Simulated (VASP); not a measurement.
Wanted: the native input for a VASP 6.6.1 run.

```yaml
Task: single point
Functional: HSE06
Potentials_or_basis: VASP PAW PBE potentials, release 64 (Pt, S)
Cutoff: 520 eV
k_mesh: 6 × 6 × 2
Occupations: gaussian, width 0.01 eV
Spin: no spin polarisation
Dipole_correction: no
Grid_for_exact_exchange_PRECFOCK: Normal
Further_INCAR_settings: ALGO = Normal; EDIFF = 1e-07; NBANDS = 18
Share_of_exact_exchange: 0.25
Screening_parameter: 0.2079 1/Å
```

Crystal: PtS2.

```
Pt S
1.0
     3.55262    0.00000    0.00000
    -1.77631    3.07666    0.00000
     0.00000    0.00000    5.12283
Pt S
1 2
Direct
  0.00000 0.00000 0.00000
  0.33333 0.66667 0.23925
  0.66667 0.33333 0.76075
```

These files were run (other wordings do the same):

POSCAR

```
PtS2
1.0
    3.5526240946      0.0000000000      0.0000000000
   -1.7763120473      3.0766627160      0.0000000000
    0.0000000000      0.0000000000      5.1228306135
Pt S
1 2
Direct
    0.0000000000      0.0000000000      0.0000000000
    0.3333333333      0.6666666667      0.2392542175
    0.6666666667      0.3333333333      0.7607457825
```

INCAR.step1

```
  ALGO = Normal
  EDIFF = 1E-5
  ENCUT = 520
  GGA = PE
  ISIF = 2
  ISMEAR = 0
  LASPH = True
  LCHARG = False
  LREAL = False
  LWAVE = True
  NBANDS = 18
  NELM = 60
  PREC = Accurate
  SIGMA = 0.01
```

INCAR.step2

```
  ALGO = Normal
  EDIFF = 1E-7
  ENCUT = 520
  GGA = PE
  HFSCREEN = 0.2079
  ISIF = 2
  ISMEAR = 0
  ISTART = 1
  LASPH = True
  LCHARG = False
  LHFCALC = True
  LREAL = False
  LWAVE = False
  NBANDS = 18
  NELM = 60
  PREC = Accurate
  PRECFOCK = Normal
  SIGMA = 0.01
```

KPOINTS

```
k-points
0
Gamma
  6 6 2
```

Potentials or basis: VASP PAW PBE potentials, release 64 (Pt, S).

Command:

```console
$ cat potpaw_PBE.64/Pt/POTCAR potpaw_PBE.64/S/POTCAR > POTCAR
$ cp INCAR.step1 INCAR
$ mpirun -np 1 vasp_std > vasp.out
$ cp INCAR.step2 INCAR
$ mpirun -np 1 vasp_std > vasp.out
```

It gave:

| Property | Result |
| --- | --- |
| Pressure | -1.4 GPa |
| Largest force | 0.399 eV/Å |
| Band gap on the k mesh | 1.42 eV (least direct gap 2.32 eV) |

Caveat: the k points lie up to 0.61 Å⁻¹ apart; the PAW data sets were made with another functional, which shifts forces and pressure a little; spin-orbit coupling is left out, which moves the levels of the heavy elements.

Wall time 14 min on 1 thread of AMD EPYC 9R45 96-Core Processor (Zen 5), on a shared host, peak memory 0.26 GiB.
